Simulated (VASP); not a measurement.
**CoO: single point with HSE06**

Crystal: CoO.

```
Co O
1.0
     0.00000    2.14562    2.14562
     2.14562    0.00000    2.14562
     2.14562    2.14562    0.00000
Co O
1 1
Direct
  0.00000 0.00000 0.00000
  0.50000 0.50000 0.50000
```

```json
{
 "Program": "VASP 6.6.1",
 "Task": "single point",
 "Functional": "HSE06",
 "Potentials or basis": "VASP PAW PBE potentials, release 64 (Co, O)",
 "Cutoff": "520 eV",
 "k mesh": "6 × 6 × 6",
 "Occupations": "fermi-dirac, width 0.05 eV",
 "Spin": "collinear spin, ferromagnetic start",
 "Starting moments": "[2.0, 0.0] μB",
 "Dipole correction": "no",
 "Grid for exact exchange (PRECFOCK)": "Normal",
 "Further INCAR settings": "ALGO = Normal; EDIFF = 1e-06; NBANDS = 18",
 "Share of exact exchange": "0.25",
 "Screening parameter": "0.2079 1/Å"
}
```

```json
{"Pressure": "-11.5 GPa", "Band gap on the k mesh": "zero (filled and empty bands overlap)", "Net moment": "3.00 μB per cell", "Site moments": "Co +2.72; O +0.26 μB", "Valence electrons inside the program's atomic spheres": "Co 7.70; O 5.03"}
```

Levels at points of the mesh, in eV from the Fermi level:
Spin up:
```tsv
k point	band 6	band 7	band 8	band 9	band 10	band 11	band 12	band 13
(0.00, 0.00, 0.00)	-5.24	-3.48	-3.48	-3.48	2.03	18.13	19.29	19.29
(0.50, 0.00, 0.00)	-4.65	-3.74	-1.14	-1.14	6.19	10.93	14.75	14.75
(0.50, 0.50, 0.00)	-4.79	-4.79	-4.37	-4.37	7.09	11.40	12.52	17.39
```
Spin down:
```
           k point  band 4  band 5  band 6  band 7  band 8  band 9
(0.00, 0.00, 0.00)   -2.64   -1.55   -1.55   -1.55    2.56    2.60
(0.50, 0.00, 0.00)   -4.66   -0.32   -0.32    0.41    5.32    5.32
(0.50, 0.50, 0.00)   -4.04   -2.69    0.31    0.31    3.20    3.68
```

Run time: 2.1 h on 1 thread of Oxide Virtual Turin-like Processor (shared host), peak memory 0.23 GiB.

Caveat: the k points lie up to 0.42 Å⁻¹ apart, too coarse for converged energies and pressures of a metal; the PAW data sets were made with another functional, which shifts forces and pressure a little; a cell with one magnetic atom can't hold antiferromagnetic order, which such compounds often take.
